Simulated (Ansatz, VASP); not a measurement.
# One calculation of Ta3H, two programs

Contents of INCAR:

```
PREC = Accurate
ENCUT = 520
EDIFF = 1E-6
ISMEAR = 0
SIGMA = 0.1
LREAL = False
LASPH = True
NELM = 100
ALGO = Normal
ISIF = 2
LWAVE = False
LCHARG = False
LDIPOL = True
IDIPOL = 3
DIPOL = 0.5 0.5 0.326
GGA = CA
NBANDS = 44
```

KPOINTS

```
regular mesh
0
Gamma
  6 6 1
```

Contents of POSCAR:

```
Ta3H
1.0
    4.6002247492      0.0000000000      0.0000000000
   -2.3001123746      3.9839114959      0.0000000000
    0.0000000000      0.0000000000     22.4017722044
Ta H
6 2
Direct
    0.6666666667      0.3333333333      0.1785573018
    0.3333333333      0.6666666667      0.2204743848
    0.0000000000      0.0000000000      0.2623914678
    0.6666666667      0.3333333333      0.3016814391
    0.3333333333      0.6666666667      0.3385386112
    0.0000000000      0.0000000000      0.3750494438
    0.2334469093      0.6666666667      0.4665600609
    0.4332197574      0.6666666667      0.4665600609
```

Input for Ansatz:

```yaml
crystal:
  lattice:
    - [4.6002247492, 0.0, 0.0]
    - [-2.3001123746, 3.9839114959, 0.0]
    - [0.0, 0.0, 22.4017722044]
  atoms:
    - { symbol: Ta, position: [0.6666666667, 0.3333333333, 0.1785573018] }
    - { symbol: Ta, position: [0.3333333333, 0.6666666667, 0.2204743848] }
    - { symbol: Ta, position: [0.0, 0.0, 0.2623914678] }
    - { symbol: Ta, position: [0.6666666667, 0.3333333333, 0.3016814391] }
    - { symbol: Ta, position: [0.3333333333, 0.6666666667, 0.3385386112] }
    - { symbol: Ta, position: [0.0, 0.0, 0.3750494438] }
    - { symbol: H, position: [0.2334469093, 0.6666666667, 0.4665600609] }
    - { symbol: H, position: [0.4332197574, 0.6666666667, 0.4665600609] }
basis:
  ecutwfc: 420
kpoints:
  mp_grid: { grid: [6, 6, 1] }
hamiltonian:
  xc: lda
  pseudopotentials: { kind: paw, azcp: { folder: soft_1 } }
scf:
  occupations: { method: gaussian, width: 0.1 }
output:
  forces: true
  eigenvalues: true
efield:
  axis: 3
  dipole_correction: true
  ramp_width: 0.04
```

Alike in both runs: task single point; functional LDA; k mesh 6 × 6 × 1; occupations gaussian, width 0.1 eV; no spin polarisation.

```csv
,VASP,Ansatz
version,VASP 6.6.1,Ansatz 0.2.0
potentials or method,"VASP PAW LDA potentials, release 64 (Ta_pv, H), cutoff 520 eV","scalar-relativistic, plane waves, PAW"
valence electrons in the cell,68,80
```

|  | VASP | Ansatz | Ansatz less VASP |
| --- | --- | --- | --- |
| gap on the k mesh at the Fermi level (eV) | none | none | - |
| rms of the force components (eV/Å) | 0.893 | 0.896 | +0.0028 |

Ansatz warns that its potentials were made for another functional, while VASP's fit it. LDA's correlation is that of Perdew and Zunger in VASP and of Perdew and Wang (1992) in Ansatz. Atom by atom the forces differ by 0.026 eV/Å (rms over components). A gap of «none» marks a metal or a gap that the smearing closes. VASP's potentials hold 68 valence electrons a cell and Ansatz's 80, so a difference there can come from the potentials and not from the codes. Ansatz's warnings: vacuum below fermi.

Spin-orbit coupling is off throughout.
